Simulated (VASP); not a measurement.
Here is a VASP 6.6.1 calculation.

The input INCAR:

```
SYSTEM = C
ALGO = Normal
EDIFF = 1E-7
ENCUT = 520
GGA = PE
ISIF = 2
ISMEAR = 0
IVDW = 12
LASPH = .TRUE.
LCHARG = .FALSE.
LREAL = .FALSE.
LWAVE = .FALSE.
NBANDS = 11
NELM = 60
PREC = Accurate
SIGMA = 0.1
```

File KPOINTS:

```
k-points
0
G
  18 18 12
  0 0 0
```

POSCAR

```
C
1.0
    2.4664473390      0.0000000000      0.0000000000
   -1.2332236695      2.1360060527      0.0000000000
    0.0000000000      0.0000000000      3.6693583236
C
2
Direct
    0.3333333333      0.6666666667      0.0000000000
    0.6666666667      0.3333333333      0.0000000000
```

Potentials or basis: VASP PAW PBE potentials, release 64 (C).

Run with:

```console
$ cat potpaw_PBE.64/C/POTCAR > POTCAR
$ mpirun -np 1 vasp_std > vasp.out
```

Predict the dispersion energy per atom.

-0.140 eV.

Estimate the pressure.

-0.3 GPa.

Stress tensor (GPa, compression positive):
```
-0.07  0.00  0.00
 0.00 -0.07  0.00
 0.00  0.00 -0.79
```
